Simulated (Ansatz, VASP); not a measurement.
NaCl in VASP and in Ansatz

```
Na Cl
1.0
     0.00000    2.83175    2.60521
     2.83175    0.00000    2.60521
     2.83175    2.83175    0.00000
Na Cl
1 1
Direct
  0.00000 0.00000 0.00000
  0.50000 0.50000 0.50000
```

Change from the starting cell: strain +0.000 along x and y, -0.080 along z, atoms carried along.

Alike in both runs: task single point; functional PBEsol; k mesh 8 × 8 × 8; occupations gaussian, width 0.05 eV; no spin polarisation.

```csv
,VASP,Ansatz
version,VASP 6.6.1,Ansatz 0.2.0
potentials or method,"VASP PAW PBE potentials, release 64 (Na_pv, Cl), cutoff 520 eV","scalar-relativistic, plane waves, PAW"
valence electrons in the cell,14,16
```

```csv
,VASP,Ansatz,Ansatz less VASP
gap on the k mesh at the Fermi level (eV),5.18,5.18,+0.004
least direct gap on the mesh (eV),5.18,5.18,+0.004
pressure (GPa),2.1,2.1,-0.05
"traceless stress, the component that is largest in VASP (GPa)",3.79,3.73,-0.067
```

VASP's potentials were made for PBE, not for PBEsol. VASP's potentials hold 14 valence electrons a cell and Ansatz's 16, so a difference there can come from the potentials and not from the codes.
